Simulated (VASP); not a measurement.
## Al: single point with PBEsol

Crystal: Al.

```
Al
1.0
     0.00000    1.96930    1.96930
     1.96930    0.00000    1.96930
     1.96930    1.96930    0.00000
Al
1
Direct
  0.00000 0.00000 0.00000
```

```yaml
Program: VASP 6.6.1
Task: single point
Functional: PBEsol
Potentials_or_basis: VASP PAW PBE potentials, release 64 (Al)
Cutoff: 520 eV
k_mesh: 12 × 12 × 12
Occupations: fermi-dirac, width 0.05 eV
Spin: no spin polarisation
Dipole_correction: no
Further_INCAR_settings: ALGO = Normal; EDIFF = 1e-06; NBANDS = 8
```

```json
{"Pressure": "5.7 GPa"}
```

Levels at points of the mesh, in eV from the Fermi level:
| k point | band 1 | band 2 | band 3 | band 4 |
| --- | --- | --- | --- | --- |
| (0.00, 0.00, 0.00) | -11.54 | 13.16 | 13.16 | 13.16 |
| (0.50, 0.00, 0.00) | -4.78 | -4.35 | 11.92 | 11.92 |
| (0.50, 0.50, 0.00) | -2.98 | -1.51 | 5.40 | 6.09 |

Wall time 20 s on 1 thread of AMD EPYC 7R13 (shared host), peak memory 0.1 GiB.

Caveat: the PAW data sets were made with another functional, which shifts forces and pressure a little.
